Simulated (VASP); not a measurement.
Input of a VASP 6.6.1 run:

Contents of INCAR:

```
ALGO     = Normal         # electronic algorithm
EDIFF    = 1E-6           # SCF threshold, eV
ENCUT    = 520            # plane-wave cutoff, eV
GGA      = PS             # functional
ISIF     = 2              # what is computed and relaxed
ISMEAR   = 0              # smearing method
LASPH    = T              # aspherical terms in the spheres
LCHARG   = T              # write CHGCAR
LELF     = T              # ELF
LREAL    = F              # projectors in reciprocal space
LVHAR    = T            
LWAVE    = F              # write WAVECAR
NBANDS   = 35             # bands
NELM     = 60             # most SCF steps
PREC     = Accurate       # precision mode
SIGMA    = 0.01           # smearing width, eV
```

The input KPOINTS:

```
k-points
0
Gamma
  6 6 2
```

File POSCAR:

```
MoS2
1.0
    3.0786301484      0.0000000000      0.0000000000
   -1.5393150742      2.6661719174      0.0000000000
    0.0000000000      0.0000000000     12.7223485832
Mo S
2 4
Direct
    0.3333333333      0.6666666667      0.2500000000
    0.6666666667      0.3333333333      0.7500000000
    0.3333333333      0.6666666667      0.6259912579
    0.6666666667      0.3333333333      0.1259912579
    0.3333333333      0.6666666667      0.8740087421
    0.6666666667      0.3333333333      0.3740087421
```

Potentials or basis: VASP PAW PBE potentials, release 64 (Mo_sv, S).

Run with:

```console
$ cat potpaw_PBE.64/Mo_sv/POTCAR potpaw_PBE.64/S/POTCAR > POTCAR
$ mpirun -np 1 vasp_std > vasp.out
```

Question: What does it give for the largest force?

Answer: 0.080 eV/Å.

Question: Estimate the band gap on the k mesh.

Answer: 1.11 eV, indirect (least direct gap 1.99 eV).

Stress tensor (GPa, compression positive):
```
6.16 0.00 0.00
0.00 6.16 0.00
0.00 0.00 0.60
```

Caveat: the cell differs from its parent crystal (in-plane strain -0.02); the PAW data sets were made with another functional, which shifts forces and pressure a little; this functional lacks dispersion, which binds the layers, so the pressure and a relaxed spacing across them are unreliable. A k mesh can miss the band edges.
